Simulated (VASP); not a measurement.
A run of VASP 6.6.1 is set up as follows.

The input INCAR:

```
PREC = Accurate
ENCUT = 520
EDIFF = 1E-6
ISMEAR = -1
SIGMA = 0.15
LREAL = F
LASPH = T
NELM = 60
ALGO = Fast
ISIF = 2
LWAVE = F
LCHARG = F
GGA = PS
NBANDS = 8
```

KPOINTS

```
Automatic mesh
0
Gamma
  18 18 18
```

The input POSCAR:

```
Al
1.0
    0.0000000000      2.0082222517      2.0082222517
    2.0082222517      0.0000000000      2.0082222517
    2.0082222517      2.0082222517      0.0000000000
Al
1
Direct
    0.0000000000      0.0000000000      0.0000000000
```

Potentials or basis: VASP PAW PBE potentials, release 64 (Al).

Launch:

```bash
$ cat potpaw_PBE.64/Al/POTCAR > POTCAR
$ mpirun -np 1 vasp_std > vasp.out
```

(1) Estimate the band gap on the k mesh.

(2) What does it give for the pressure?

Answers

(1) zero (an odd number of electrons rules out a gap without spin polarisation).

(2) 0.1 GPa.

Caveat: the PAW data sets were made with another functional, which shifts forces and pressure a little.
